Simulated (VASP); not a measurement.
Crystal: NiMoIrPdW.

```xyz
5
Lattice="4.1170 0.0000 0.0000 -2.0585 3.5655 0.0000 0.0000 0.0000 5.4458" Properties=species:S:1:pos:R:3 pbc="T T T"
Ni    0.0000    0.0000    5.2157
Mo    2.0585    1.1885    5.2367
Pd    2.0585    1.1885    2.5211
Ir    0.0000    2.3770    3.9521
W     0.0000    2.3770    1.2875
```

Base run:

| Quantity | Value |
| --- | --- |
| Program | VASP 6.6.1 |
| Functional | PBE |
| Potentials or basis | VASP PAW PBE potentials, release 64 (Ni, Mo_sv, Pd, Ir, W_sv) |
| Cutoff | 520 eV |
| k mesh | 6 × 6 × 4 |
| Occupations | fermi-dirac, width 0.05 eV |
| Spin | collinear spin, ferromagnetic start |
| Starting moments | [1.0, 1.0, 0.0, 0.6, 0.0] μB |
| Hubbard terms | Ir d U = 3.0 eV, Mo d U = 3.0 eV, Ni d U = 3.0 eV, Pd d U = 3.0 eV, W d U = 3.0 eV |

Its results: pressure -1.8 GPa; net moment 0.00 μB per cell; largest force 0.229 eV/Å.

The run is repeated on the same cell with these changes: hubbard terms from Ir d U = 3.0 eV, Mo d U = 3.0 eV, Ni d U = 3.0 eV, Pd d U = 3.0 eV, W d U = 3.0 eV to none. What comes out?

Pressure 0.2 GPa; net moment 0.00 μB per cell; largest force 0.163 eV/Å.

Caveats: the U is typed as a test and isn't derived for this compound (some runs).
